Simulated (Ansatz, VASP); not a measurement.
BePd in VASP and in Ansatz

The input INCAR:

```
SYSTEM = BePd
ALGO = Normal
EDIFF = 1E-7
ENCUT = 520
GGA = CA
ISIF = 2
ISMEAR = -1
LASPH = .TRUE.
LCHARG = .FALSE.
LREAL = .FALSE.
LWAVE = .FALSE.
NBANDS = 13
NELM = 60
PREC = Accurate
SIGMA = 0.08
```

File KPOINTS:

```
k-points
0
G
  12 12 12
  0 0 0
```

POSCAR

```
BePd
1.0
    2.8130000000     -0.0281300000     -0.0281300000
   -0.0281300000      2.8130000000     -0.0281300000
   -0.0281300000     -0.0281300000      2.8130000000
Be Pd
1 1
Direct
    0.0000000000      0.0000000000      0.0000000000
    0.5000000000      0.5000000000      0.5000000000
```

Input for Ansatz:

```yaml
crystal:
  lattice:
    - [2.813, -0.02813, -0.02813]
    - [-0.02813, 2.813, -0.02813]
    - [-0.02813, -0.02813, 2.813]
  atoms:
    - { symbol: Be, position: [0.0, 0.0, 0.0] }
    - { symbol: Pd, position: [0.5, 0.5, 0.5] }
kpoints:
  mp_grid: { grid: [12, 12, 12] }
  band_path:
    path:
      - [0.0, 0.0, 0.0]
      - [0.5, 0.0, 0.0]
      - [0.5, -0.5, 0.5]
      - [0.4804921086, -0.5195078914, 0.4804921086]
      - [0.4804921086, 0.4804921086, 0.4804921086]
      - [0.0, 0.0, 0.0]
      - [0.5, -0.5, 0.0]
    npoints: 5
scf:
  occupations: { method: fermi_dirac, width: 0.08 }
hamiltonian:
  xc: lda
  pseudopotentials: { kind: all_electron, lapw: { basis_error: 0.001 } }
output:
  forces: true
  stress: true
  eigenvalues: true
```

Change from the starting cell: equal xy, yz and zx shear strains of -2 %.

Alike in both runs: task single point; functional LDA; k mesh 12 × 12 × 12; occupations fermi-dirac, width 0.08 eV; no spin polarisation.

|  | VASP | Ansatz |
| --- | --- | --- |
| version | VASP 6.6.1 | Ansatz 0.2.0 |
| potentials or method | VASP PAW LDA potentials, release 64 (Be, Pd), cutoff 520 eV | all-electron LAPW, scalar-relativistic |

Ansatz gave:

* pressure (GPa): -7.8
* traceless stress, the component that is largest in VASP (GPa): 1.50

**Question.** Which values does VASP return?

**Answer.** Pressure (GPa): -7.2; traceless stress, the component that is largest in VASP (GPa): 1.52.

LDA's correlation is that of Perdew and Zunger in VASP and of Perdew and Wang (1992) in Ansatz. Ansatz ran all-electron here, and VASP with PAW potentials.
